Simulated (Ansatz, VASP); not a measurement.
**KMgF3: VASP beside Ansatz**

```
K Mg F
1.0
     3.98590    0.00000    0.00000
     0.00000    3.98590    0.00000
     0.00000    0.00000    3.98590
K Mg F
1 1 3
Direct
  0.50000 0.50000 0.50000
  0.00000 0.00000 0.00000
  0.50000 0.00000 0.00000
  0.00000 0.50000 0.00000
  0.00000 0.00000 0.50000
```

Alike in both runs: task electric field gradients; functional r2SCAN; k mesh 6 × 6 × 6; occupations fermi-dirac, width 0.02 eV; no spin polarisation.

|  | VASP | Ansatz |
| --- | --- | --- |
| version | VASP 6.6.1 | Ansatz 0.2.0 |
| potentials or method | VASP PAW PBE potentials, release 64 (K_sv, Mg, F) | plane-wave PAW, scalar-relativistic |
| plane-wave cutoff (eV) | 520 | 500 |
| valence electrons in the cell | 32 | 40 |

Ansatz gave:

```
gap on the k mesh at the Fermi level (eV)            : 8.27
pressure (GPa)                                       : -0.3
size of Vzz on the site where it differs most (V/Å²) : 45.3
```

**Question.** What did VASP give for the same quantities?

**Answer.** gap on the k mesh at the Fermi level (eV): 8.25; pressure (GPa): -0.9; size of Vzz on the site where it differs most (V/Å²): 44.0.

VASP's potentials were made for PBE, not for r2SCAN. VASP's potentials hold 32 valence electrons a cell and Ansatz's 40, so a difference there can come from the potentials and not from the codes.
